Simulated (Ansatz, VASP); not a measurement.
Al2Ru in VASP and in Ansatz

```
Al Ru
1.0
    -3.12182    0.00000    0.00000
     0.00000   -3.12182    0.00000
     0.00000    0.00000   16.58997
Al Ru
8 4
Direct
  0.00000 0.00000 0.20825
  0.50000 0.50000 0.97181
  0.00000 0.00000 0.71729
  0.50000 0.50000 0.46277
  0.50000 0.50000 0.30080
  0.00000 0.00000 0.04627
  0.50000 0.50000 0.80984
  0.00000 0.00000 0.55532
  0.00000 0.00000 0.38178
  0.50000 0.50000 0.12726
  0.00000 0.00000 0.89082
  0.50000 0.50000 0.63630
```

Alike in both runs: task single point; functional r2SCAN; k mesh 15 × 15 × 3; occupations gaussian, width 0.15 eV; no spin polarisation.

|  | VASP | Ansatz |
| --- | --- | --- |
| version | VASP 6.6.1 | Ansatz 0.2.0 |
| potentials or method | VASP PAW PBE potentials, release 64 (Al, Ru_pv), cutoff 520 eV | scalar-relativistic, plane waves, PAW |
| valence electrons in the cell | 80 | 88 |

```csv
,VASP,Ansatz,Ansatz less VASP
gap on the k mesh at the Fermi level (eV),none,none,-
pressure (GPa),3.8,3.9,+0.11
"traceless stress, the component that is largest in VASP (GPa)",2.09,2.14,+0.051
rms of the force components (eV/Å),0.398,0.399,+0.0017
```

VASP's potentials were made for PBE, not for r2SCAN. Atom by atom the forces differ by 0.006 eV/Å (rms over components). A gap of «none» marks a metal or a gap that the smearing closes. The functional is the same, so the differences come from potentials, cutoffs and numerics. VASP's potentials hold 80 valence electrons a cell and Ansatz's 88, so a difference there can come from the potentials and not from the codes.
